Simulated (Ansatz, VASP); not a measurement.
# VN2 in VASP and in Ansatz

```
V N
1.0
    -2.23684    2.23684    2.45528
     2.23684   -2.23684    2.45528
     2.23684    2.23684   -2.45528
V N
2 4
Direct
  0.25000 0.25000 0.00000
  0.75000 0.75000 0.00000
  0.11426 0.61426 0.72852
  0.61426 0.88574 0.50000
  0.88574 0.38574 0.27148
  0.38574 0.11426 0.50000
```

Change from the starting cell: strain +0.050 along x and y, +0.000 along z, atoms carried along.

Alike in both runs: task single point; functional PBEsol; k mesh 16 × 16 × 16; occupations gaussian, width 0.15 eV; no spin polarisation.

|  | VASP | Ansatz |
| --- | --- | --- |
| version | VASP 6.6.1 | Ansatz 0.2.0 |
| potentials or method | VASP PAW PBE potentials, release 64 (V_sv, N), cutoff 520 eV | scalar-relativistic, plane waves, PAW |
| valence electrons in the cell | 46 | 46 |

Ansatz gave:

- gap on the k mesh at the Fermi level (eV): none
- pressure (GPa): -29.6
- traceless stress, the component that is largest in VASP (GPa): 20.02
- rms of the force components (eV/Å): 0.351

What did VASP give for the same quantities?

gap on the k mesh at the Fermi level (eV): none; pressure (GPa): -29.1; traceless stress, the component that is largest in VASP (GPa): 19.75; rms of the force components (eV/Å): 0.320.

VASP's potentials were made for PBE, not for PBEsol. Atom by atom the forces differ by 0.031 eV/Å (rms over components). A gap of «none» marks a metal or a gap that the smearing closes. Both programs put the cell under strong tension, so it lies far from rest at this level. The functional is the same, so the differences come from potentials, cutoffs and numerics.
